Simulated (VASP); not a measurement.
# Si24O47 (a cell with a defect) in VASP: single point with PBEsol

Aim: the single point of Si24O47 (a cell with a defect) with PBEsol.

All numbers are computed with VASP 6.6.1; they aren't measurements. Logs are shortened: lines on timing, memory, paths and dates and some standing lists are left out, and cuts for length are marked.

**1. The cell of the first run**

The cell holds a defect, 71 atoms: a = 9.902 Å, b = 9.902 Å, c = 10.886 Å, α = 90.00°, β = 90.00°, γ = 120.00°.

**2. Single point, PBEsol**

File INCAR:

```
SYSTEM = Si24O47
PREC     = Accurate       ! precision mode
ENCUT    = 520            ! plane-wave cutoff, eV
EDIFF    = 1E-7           ! SCF threshold, eV
ISMEAR   = -1             ! smearing method
SIGMA    = 0.05           ! smearing width, eV
LREAL    = Auto         
LASPH    = .True.         ! aspherical terms in the spheres
NELM     = 100            ! most SCF steps
ALGO     = Normal         ! electronic algorithm
ISIF     = 2              ! what is computed and relaxed
LWAVE    = .False.        ! write WAVECAR
LCHARG   = .False.        ! write CHGCAR
GGA      = PS             ! functional
NBANDS   = 230            ! bands
NELECT   = 376.0        
ISYM     = 0
```

File KPOINTS:

```
Automatic mesh
0
Gamma
  1 1 1
  0.25 0.25 0.25
```

File POSCAR:

```
Si24O47
1.0
    9.9016390000      0.0000000000      0.0000000000
   -4.9508190000      8.5750710000      0.0000000000
    0.0000000000      0.0000000000     10.8858800000
Si O
24 47
Direct
    0.2454730000      0.0106690000      0.1613510000
    0.2339590000      0.9867010000      0.6728210000
    0.2419570000      0.5143200000      0.1640680000
    0.2126660000      0.4987670000      0.6835970000
    0.7297910000      0.0035980000      0.1725410000
    0.7316350000      0.9916460000      0.6672490000
    0.7561810000      0.5203940000      0.1589920000
    0.7306240000      0.4908770000      0.6605580000
    0.0087220000      0.2444340000      0.3276150000
    0.9876930000      0.2214220000      0.8456130000
    0.0148200000      0.7484770000      0.3354480000
    0.9867950000      0.7288720000      0.8336050000
    0.5809370000      0.1961200000      0.2514130000
    0.4943890000      0.2354530000      0.8334850000
    0.5031950000      0.7372320000      0.3390210000
    0.4903140000      0.7359650000      0.8339240000
    0.2670670000      0.2742140000      0.0010880000
    0.1981420000      0.2443820000      0.5233260000
    0.2544710000      0.7670850000      0.9951190000
    0.2642680000      0.7588530000      0.5059620000
    0.7615910000      0.2761480000      0.0028270000
    0.7748860000      0.2590710000      0.4992470000
    0.7553490000      0.7700990000      0.9978840000
    0.7684470000      0.7615130000      0.4990530000
    0.2258240000      0.1558820000      0.1168730000
    0.2057400000      0.1206250000      0.6051730000
    0.2108470000      0.6486290000      0.1106920000
    0.1868000000      0.6265680000      0.6132180000
    0.6869710000      0.1536740000      0.1353570000
    0.7074290000      0.1268130000      0.6044930000
    0.7084110000      0.6441740000      0.1092010000
    0.6978120000      0.6199080000      0.5977900000
    0.4000870000      0.0689900000      0.2491140000
    0.3592040000      0.0690210000      0.7813680000
    0.3776450000      0.5817840000      0.2677500000
    0.3532550000      0.5708500000      0.7805010000
    0.8767460000      0.0862980000      0.2636450000
    0.8602630000      0.0644030000      0.7770920000
    0.8863450000      0.5926190000      0.2648350000
    0.8548240000      0.5671740000      0.7720670000
    0.4268830000      0.3059950000      0.9347820000
    0.4256490000      0.7753790000      0.4552190000
    0.4189700000      0.8027310000      0.9354560000
    0.9447410000      0.2880560000      0.4507360000
    0.9072980000      0.2591400000      0.9621210000
    0.9346550000      0.7945660000      0.4451370000
    0.9159810000      0.7972020000      0.9361260000
    0.1428930000      0.2070080000      0.3852520000
    0.1273770000      0.1994540000      0.8994800000
    0.1435520000      0.7111400000      0.3924570000
    0.1156760000      0.6931720000      0.8937990000
    0.6611280000      0.1964710000      0.3786050000
    0.6245200000      0.2066530000      0.9031520000
    0.6451760000      0.7144990000      0.3862340000
    0.6197440000      0.7035240000      0.8955940000
    0.0812090000      0.3824740000      0.2292650000
    0.0536350000      0.3634480000      0.7454760000
    0.0937080000      0.8928900000      0.2395730000
    0.0668490000      0.8588790000      0.7253990000
    0.6044450000      0.3632540000      0.2128820000
    0.5688380000      0.3524790000      0.7177680000
    0.5720100000      0.8847830000      0.2423990000
    0.5661190000      0.8599820000      0.7222350000
    0.2891650000      0.4374670000      0.0527490000
    0.2630380000      0.4132390000      0.5745390000
    0.2737090000      0.9307590000      0.0423070000
    0.3007200000      0.9235630000      0.5661760000
    0.8160020000      0.4504180000      0.0481630000
    0.7915910000      0.4182190000      0.5534030000
    0.7705330000      0.9317330000      0.0554670000
    0.7985560000      0.9221790000      0.5636940000
```

Potentials or basis: VASP PAW PBE potentials, release 64 (Si, O).

The run is started by

```console
$ cat potpaw_PBE.64/Si/POTCAR potpaw_PBE.64/O/POTCAR > POTCAR
$ mpirun -np 1 vasp_std > vasp.out
```

OUTCAR:

```text
SYSTEM = Si24O47
   PREC = Accurate
   ENCUT = 520
   EDIFF = 1E-7
   ISMEAR = -1
   LREAL = Auto
   LASPH = .True.
   NELM = 100
   ISIF = 2
   GGA = PS
   NELECT = 376.0
   ISYM = 0

 ion  position               nearest neighbor table
   1  0.245  0.011  0.161-  58 1.61  66 1.61  25 1.62  33 1.64  13 3.04  19 3.05  17 3.06  11 3.10

   2  0.234  0.987  0.673-  59 1.60  34 1.61  67 1.61  26 1.66  20 3.03  12 3.05  14 3.07
   3  0.242  0.514  0.164-  27 1.62  64 1.62  35 1.62  56 1.63  19 3.06  17 3.07   9 3.08  15 3.08

   4  0.213  0.499  0.684-  36 1.60  28 1.61  57 1.62  65 1.67  18 3.01  16 3.05  20 3.05  10 3.08

   5  0.730  0.004  0.173-  62 1.60  37 1.61  70 1.61  29 1.78  13 3.06  15 3.06   9 3.09  23 3.10
[... 21 lines left out ...]
  16  0.490  0.736  0.834-  55 1.61  43 1.62  63 1.62  36 1.62   4 3.05  23 3.05  19 3.06   6 3.06

  17  0.267  0.274  0.001-  64 1.62  41 1.62  25 1.63  49 1.63   1 3.06  10 3.06  14 3.07   3 3.07

  18  0.198  0.244  0.523-  26 1.55  65 1.56  48 1.58   9 2.84   4 3.01
  19  0.254  0.767  0.995-  66 1.62  43 1.62  51 1.62  27 1.62  12 3.04   1 3.05  16 3.06   3 3.06

  20  0.264  0.759  0.506-  50 1.62  42 1.62  67 1.62  28 1.63   2 3.03  11 3.05   4 3.05  15 3.07

  21  0.762  0.276  0.003-  45 1.60  53 1.60  68 1.61  29 1.79   7 2.98  10 3.07  14 3.08  13 3.12

  22  0.775  0.259  0.499-  69 1.61  30 1.61  52 1.64  44 1.65   9 3.03   6 3.07   8 3.09
  23  0.755  0.770  0.998-  55 1.61  47 1.62  31 1.63  70 1.65   7 3.03  16 3.05  12 3.09   5 3.10

  24  0.768  0.762  0.499-  46 1.62  32 1.62  71 1.62  54 1.63  15 3.06   8 3.07  11 3.07   6 3.08

  25  0.226  0.156  0.117-   1 1.62  17 1.63
  26  0.206  0.121  0.605-  18 1.55   2 1.66
  27  0.211  0.649  0.111-   3 1.62  19 1.62
  28  0.187  0.627  0.613-   4 1.61  20 1.63
  29  0.687  0.154  0.135-   5 1.78  21 1.79  13 1.82
  30  0.707  0.127  0.604-  22 1.61   6 1.62
  31  0.708  0.644  0.109-   7 1.61  23 1.63
  32  0.698  0.620  0.598-   8 1.62  24 1.62
  33  0.400  0.069  0.249-  13 1.59   1 1.64
  34  0.359  0.069  0.781-   2 1.61  14 1.62
  35  0.378  0.582  0.268-  15 1.61   3 1.62
[... 34 lines left out ...]
  70  0.771  0.932  0.055-   5 1.61  23 1.65
  71  0.799  0.922  0.564-   6 1.62  24 1.62

IMPORTANT INFORMATION: All symmetrisations will be switched off!
NOSYMM: (Re-)initialisation of all symmetry stuff for point group C_1.

----------------------------------------------------------------------------------------

                                     Primitive cell

  volume of cell :     924.2902

  direct lattice vectors                    reciprocal lattice vectors
     9.901639000  0.000000000  0.000000000     0.100993381  0.058308549  0.000000000
    -4.950819000  8.575071000  0.000000000     0.000000000  0.116617110  0.000000000
     0.000000000  0.000000000 10.885880000     0.000000000  0.000000000  0.091862119

  length of vectors
     9.901639000  9.901638825 10.885880000     0.116617108  0.116617110  0.091862119

  position of ions in fractional coordinates (direct lattice)
     0.245473000  0.010669000  0.161351000
     0.233959000  0.986701000  0.672821000
     0.241957000  0.514320000  0.164068000
     0.212666000  0.498767000  0.683597000
     0.729791000  0.003598000  0.172541000
     0.731635000  0.991646000  0.667249000
[... 63 lines left out ...]
     0.770533000  0.931733000  0.055467000
     0.798556000  0.922179000  0.563694000

  ion indices of the primitive-cell ions
   primitive index   ion index
                 1           1
                 2           2
                 3           3
                 4           4
                 5           5
                 6           6
[... 63 lines left out ...]
                70          70
                71          71

----------------------------------------------------------------------------------------

 KPOINTS: Automatic mesh

Automatic generation of k-mesh.
 Grid dimensions read from file:
 generate k-points for:    1    1    1

 Generating k-lattice:

  Cartesian coordinates                     Fractional coordinates (reciprocal lattice)
     0.100993381  0.058308549  0.000000000     1.000000000 -0.000000000  0.000000000
     0.000000000  0.116617110  0.000000000     0.000000000  1.000000000  0.000000000
     0.000000000  0.000000000  0.091862119     0.000000000  0.000000000  1.000000000

  Length of vectors
     0.116617108  0.116617110  0.091862119

  Shift w.r.t. Gamma in fractional coordinates (k-lattice)
     0.250000000  0.250000000  0.250000000

 Subroutine IBZKPT returns following result:
 ===========================================

 Found      6 irreducible k-points:

 Following reciprocal coordinates:
            Coordinates               Weight
  0.250000  0.250000  0.250000      2.000000
 -0.250000  0.500000  0.250000      2.000000
  0.500000  0.250000  0.250000      2.000000
 -0.250000 -0.250000  0.250000      2.000000
  0.250000  0.500000  0.250000      2.000000
  0.500000 -0.250000  0.250000      2.000000
   k-points           NKPTS =      6   k-points in BZ     NKDIM =      6   number of bands    NBANDS=    230
   number of dos      NEDOS =    301   number of ions     NIONS =     71
   total plane-waves  NPLWV = 537600
   dimension x,y,z NGX =    80 NGY =   80 NGZ =   84
   dimension x,y,z NGXF=   160 NGYF=  160 NGZF=  168
   ions per type =              24  47
   NGX,Y,Z   is equivalent  to a cutoff of  13.43, 13.43, 12.83 a.u.
   NGXF,Y,Z  is equivalent  to a cutoff of  26.86, 26.86, 25.66 a.u.
 SYSTEM =  Si24O47
   PREC   = accura    normal or accurate (medium, high low for compatibility)
   ISTART =      0    job   : 0-new  1-cont  2-samecut
   ICHARG =      2    charge: 1-file 2-atom 10-const
   ISPIN  =      1    spin polarized calculation?
   LNONCOLLINEAR =      F non collinear calculations
   LSORBIT =      F    spin-orbit coupling
   LASPH  =      T    aspherical Exc in radial PAW
   ENCUT  =  520.0 eV  38.22 Ry    6.18 a.u.  18.41 18.41 20.24*2*pi/ulx,y,z
   NELM   =    100;   NELMIN=  2; NELMDL= -5     # of ELM steps
   EDIFF  = 0.1E-06   stopping-criterion for ELM
   LREAL  =      T    real-space projection
   EDIFFG = 0.1E-05   stopping-criterion for IOM
   NSW    =      0    number of steps for IOM
   IBRION =     -1    ionic relax: 0-MD 1-quasi-New 2-CG
   NFREE  =      0    steps in history (QN), initial steepest desc. (CG)
   ISIF   =      2    stress and relaxation
   ISYM   =      0    0-nonsym 1-usesym 2-fastsym
   POTIM  = 0.5000    time-step for ionic-motion
   TEBEG  =    0.0;   TEEND  =   0.0 temperature during run
   PSTRESS=    0.0 pullay stress
   NELECT =     376.0000    total number of electrons
   NUPDOWN=      -1.0000    fix difference up-down
   EMIN   =  10.00;   EMAX   =-10.00  energy-range for DOS
   EFERMI =   0.00;   METHOD = LEGACY
   ISMEAR =    -1;   SIGMA  =   0.05  broadening in eV -4-tet -1-fermi 0-gaus
   EFERMI_NEDOS =   21; number of points for ismear=-14 and -15
   IALGO  =     38    algorithm
   IMIX   =      4    mixing-type and parameters
     AMIX     =   0.40;   BMIX     =  1.00
     AMIX_MAG =   1.60;   BMIX_MAG =  1.00
  volume/ion in A,a.u.               =      13.02        87.85
  Fermi-wavevector in a.u.,A,eV,Ry     =   1.213020  2.292276 20.019854  1.471418
  Thomas-Fermi vector in A             =   2.348486
   LORBIT       =      0    0 simple, 1 ext, 2 COOP (PROOUT), +10 PAW based schemes
   GGA     = PS    functional components
   LHFCALC =     F    Hartree Fock is set to
   AEXX    =    0.0000 exact exchange contribution
   IVDW    =     0    specifies the selected vdW correction
   LEPSILON=     F    determine dielectric tensor
   LRPA    =     F    only Hartree local field effects (RPA)
 non-spin polarized calculation
  energy-cutoff  :      520.00
  volume of cell :      924.29
 maximum number of plane-waves:     24895
 NGX is ok and might be reduce to    80
   NGX = 37   NGY = 37   NGZ = 41

 number of electron     375.9999997 magnetization

 Free energy of the ion-electron system (eV)
  ---------------------------------------------------
  ext. energy  EPLUGINS =         0.00000000
  ---------------------------------------------------
  free energy    TOTEN  =      -587.26636435 eV

  energy without entropy =     -587.26636435  energy(sigma->0) =     -587.26636435

 E-fermi :   2.1338     XC(G=0):  -9.1994

 val. band max:        0.8870050716   @ k =   0.5000  -0.2500   0.2500
 cond. band min:       5.5714103116   @ k =  -0.2500  -0.2500   0.2500
 fundamental gap:      4.6844052400
 Fermi energy:         2.1338365370

 k-point     1 :       0.2500    0.2500    0.2500
  band No.  band energies     occupation
      1     -19.0945      2.00000
      2     -18.8215      2.00000
      3     -18.2917      2.00000
      4     -18.1712      2.00000
      5     -18.1013      2.00000
      6     -18.0523      2.00000
[... 1207 lines left out ...]
    199       9.1416      0.00000
    200       9.2948      0.00000
 [bands above 200 left out]

------------------------ aborting loop because EDIFF is reached ----------------------------------------

  FORCE on cell =-STRESS in cart. coord.  units (eV):
  Direction    XX          YY          ZZ          XY          YZ          ZX
  --------------------------------------------------------------------------------------
  -------------------------------------------------------------------------------------
  Total      -14.0628771    -13.0184563    -13.7232127      2.5880175      0.2682837      2.8012875
  in kB      -24.3767839    -22.5663707    -23.7880051      4.4861050      0.4650467      4.8557901
  external PRESSURE =     -23.5770532 kB  Pullay stress =       0.0000000 kB

 VOLUME and BASIS-vectors are now :
 -----------------------------------------------------------------------------
  energy-cutoff  :      520.00
  volume of cell :      924.29
      direct lattice vectors                 reciprocal lattice vectors
     9.901639000  0.000000000  0.000000000     0.100993381  0.058308549  0.000000000
    -4.950819000  8.575071000  0.000000000     0.000000000  0.116617110  0.000000000
     0.000000000  0.000000000 10.885880000     0.000000000  0.000000000  0.091862119

 POSITION                                       TOTAL-FORCE (eV/Angst)
 -----------------------------------------------------------------------------------
      2.37776      0.09149      1.75645        -0.033454      0.001936      0.040187
     -2.56840      8.46103      7.32425        -0.028568      0.059967     -0.015075
     -0.15053      4.41033      1.78602        -0.017210     -0.003616      0.012873
     -0.36356      4.27696      7.44155         0.003173     -0.025043     -0.026097
      7.20831      0.03085      1.87826        -0.015578      0.051882     -0.039183
      2.33493      8.50343      7.26359        -0.007127      0.005183     -0.005174
[... 63 lines left out ...]
      3.01670      7.98968      0.60381         0.011732     -0.008623     -0.037010
      3.34147      7.90775      6.13631         0.000540      0.019112     -0.016520
 -----------------------------------------------------------------------------------
    total drift:                               -0.000948     -0.016447     -0.014940

  FREE ENERGIE OF THE ION-ELECTRON SYSTEM (eV)
  ---------------------------------------------------
  free  energy   TOTEN  =      -587.2663643493 eV

  energy  without entropy=     -587.2663643493  energy(sigma->0) =     -587.26636435
```

Wall time 48 min (1 thread of Intel Xeon Platinum 8488C (Sapphire Rapids), shared host); peak memory 1.4 GiB.

What came out:

| Item | Value |
| --- | --- |
| Free energy | -587.2664 eV |
| Largest force | 0.100 eV/Å |

Forces in eV/Å, atoms in the order of the input:
```
Si  -0.033  0.002  0.040
Si  -0.029  0.060 -0.015
Si  -0.017 -0.004  0.013
Si   0.003 -0.025 -0.026
Si  -0.016  0.052 -0.039
Si  -0.007  0.005 -0.005
Si  -0.013  0.010  0.007
Si  -0.018 -0.025 -0.017
Si   0.047 -0.031 -0.010
Si  -0.002 -0.026  0.018
Si   0.003 -0.017 -0.003
Si  -0.014 -0.013 -0.013
Si   0.032 -0.046  0.008
Si   0.023 -0.026  0.000
Si   0.008 -0.006 -0.003
Si   0.000 -0.020 -0.012
Si   0.009  0.019  0.002
Si   0.027 -0.034 -0.003
Si  -0.005  0.014 -0.002
Si   0.018  0.010  0.014
Si   0.016 -0.037  0.036
Si   0.007  0.004  0.005
Si  -0.004  0.031  0.012
Si   0.005  0.012  0.001
O   -0.020  0.020  0.010
O    0.045 -0.057  0.046
O   -0.021  0.016  0.003
O   -0.035  0.021 -0.004
O   -0.019  0.008  0.000
O   -0.014  0.001  0.014
O   -0.032  0.020  0.012
O   -0.021  0.012  0.002
O   -0.020 -0.043  0.009
O    0.008 -0.013  0.016
O    0.003 -0.026  0.001
O    0.019 -0.005  0.026
O    0.009 -0.008  0.011
O    0.001 -0.025 -0.003
O    0.016 -0.002  0.018
O    0.011 -0.014  0.028
O    0.017  0.013  0.015
O    0.014  0.005  0.011
O    0.015  0.016  0.013
O    0.006  0.006  0.044
O    0.040 -0.004  0.005
O    0.015  0.007  0.014
O    0.024  0.011  0.008
O   -0.004 -0.022 -0.096
O    0.027 -0.010 -0.003
O    0.015 -0.010 -0.015
O    0.027 -0.025 -0.002
O    0.022  0.001  0.013
O   -0.016 -0.015 -0.019
O    0.030 -0.007 -0.008
O    0.013 -0.019 -0.010
O   -0.008  0.023 -0.023
O   -0.022  0.001 -0.007
O   -0.017  0.003 -0.010
O   -0.035 -0.018 -0.003
O   -0.036  0.030 -0.013
O   -0.011  0.003 -0.022
O   -0.045 -0.018  0.014
O   -0.021 -0.010 -0.006
O    0.000  0.014 -0.022
O   -0.024  0.092  0.030
O    0.000  0.014 -0.027
O    0.013  0.010 -0.026
O   -0.004  0.051  0.002
O   -0.016  0.033  0.001
O    0.012 -0.009 -0.037
O    0.001  0.019 -0.017
```

Levels at points of the mesh, in eV from the Fermi level:
```csv
k point,band 186,band 187,band 188,band 189,band 190,band 191
"(0.25, 0.25, 0.25)",-1.32,-1.27,-1.26,3.44,4.13,4.82
```

Caveat: the k points lie up to 0.73 Å⁻¹ apart; the cell carries a net charge on a neutralising background, which shifts energy and pressure; the cell is charged against a uniform background, so pressure and absolute levels hang on convention; the PAW data sets were made with another functional, which shifts forces and pressure a little.
